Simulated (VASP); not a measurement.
Wanted: the native input for a VASP 6.6.1 run.

| Quantity | Value |
| --- | --- |
| Task | relaxation of cell and atoms |
| Functional | PBE |
| Potentials or basis | VASP PAW PBE potentials, release 64 (Br) |
| Cutoff | 600 eV |
| k mesh | 12 × 12 × 16 |
| Occupations | gaussian, width 0.1 eV |
| Spin | no spin polarisation |
| Dipole correction | no |
| Further INCAR settings | ALGO = Normal; EDIFF = 1e-06; IBRION = 2; EDIFFG = -0.01; NSW = 100; ISIF = 3 |

The structure of Br lies in POSCAR:

```
Br
1.0
    3.9571867843      0.0000000000      0.0000000000
   -1.9785933921      3.4270242827      0.0000000000
    0.0000000000      0.0000000000      2.5972375985
Br
1
Direct
    0.0000000000      0.0000000000      0.0000000000
```

One way to write it, as run:

INCAR

```
SYSTEM = Br
ALGO = Normal ; EDIFF = 1E-6
EDIFFG = -0.01 ; ENCUT = 600
GGA = PE ; IBRION = 2
ISIF = 3 ; ISMEAR = 0
LASPH = .True. ; LCHARG = .False.
LREAL = .False. ; LWAVE = .False.
NELM = 80 ; NSW = 100
PREC = Accurate ; SIGMA = 0.1
```

KPOINTS

```
k-points
0
Gamma
  12 12 16
  0 0 0
```

Potentials or basis: VASP PAW PBE potentials, release 64 (Br).

The run is started by

```console
$ cat potpaw_PBE.64/Br/POTCAR > POTCAR
$ mpirun -np 1 vasp_std > vasp.out
```

It gave:

The relaxed volume is 40.23 Å³/atom. The relaxed cell is a = 4.268 Å, b = 4.268 Å, c = 2.551 Å, α = 90.00°, β = 90.00°, γ = 120.00°, the space group after relaxing (to 0.1 Å) is P6/mmm (No. 191) and the energy gained by relaxing is 12.7 meV/atom. The ionic steps are 9, the pressure after relaxing is 0.0 GPa and the band gap on the k mesh is zero (an odd number of electrons rules out a gap without spin polarisation).

Caveat: an odd number of electrons without spin polarisation forces a metal; a magnetic or distorted state may lie lower.

Run time: 3.1 min on 1 thread of Oxide Virtual Turin-like Processor, on a shared host, peak memory 0.17 GiB.
